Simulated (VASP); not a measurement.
Write the native input for VASP 6.6.1 that does the following.

- Task: single point
- Functional: PBE
- Potentials or basis: VASP PAW PBE potentials, release 64 (Al, Ni)
- Cutoff: 520 eV
- k mesh: 15 × 15 × 5
- Occupations: gaussian, width 0.15 eV
- Spin: no spin polarisation
- Dipole correction: no
- Further INCAR settings: ALGO = Fast; EDIFF = 1e-06; NBANDS = 28

The structure of AlNi lies in POSCAR:

```
AlNi
1.0
    0.0000000000     -2.8927237813      0.0000000000
    0.0000000000      0.0000000000     -2.8927237813
    9.8781713440      0.0000000000      0.0000000000
Al Ni
3 3
Direct
    1.0000000000      0.0000000000      0.6588900194
    1.0000000000      0.0000000000      0.0732100022
    1.0000000000      0.0000000000      0.3660500108
    0.5000000000      0.5000000000      0.8053100237
    0.5000000000      0.5000000000      0.2196300065
    0.5000000000      0.5000000000      0.5124700151
```

The input as run:

INCAR

```
PREC = Accurate
ENCUT = 520
EDIFF = 1E-6
ISMEAR = 0
SIGMA = 0.15
LREAL = F
LASPH = T
NELM = 80
ALGO = Fast
ISIF = 2
LWAVE = F
LCHARG = F
GGA = PE
NBANDS = 28
```

KPOINTS

```
Automatic mesh
0
Gamma
  15 15 5
```

Potentials or basis: VASP PAW PBE potentials, release 64 (Al, Ni).

Launch:

```bash
$ cat potpaw_PBE.64/Al/POTCAR potpaw_PBE.64/Ni/POTCAR > POTCAR
$ mpirun -np 1 vasp_std > vasp.out
```

It gave:

| Property | Result |
| --- | --- |
| Pressure | -6.5 GPa |
| Largest force | 0.993 eV/Å |
| Band gap on the k mesh | zero (an odd number of electrons rules out a gap without spin polarisation) |

Caveat: the cell stands under tension.

Wall time 3.8 min on 1 thread of Intel(R) Xeon(R) Platinum 8488C (Sapphire Rapids), with other jobs on the host, peak memory 0.34 GiB.
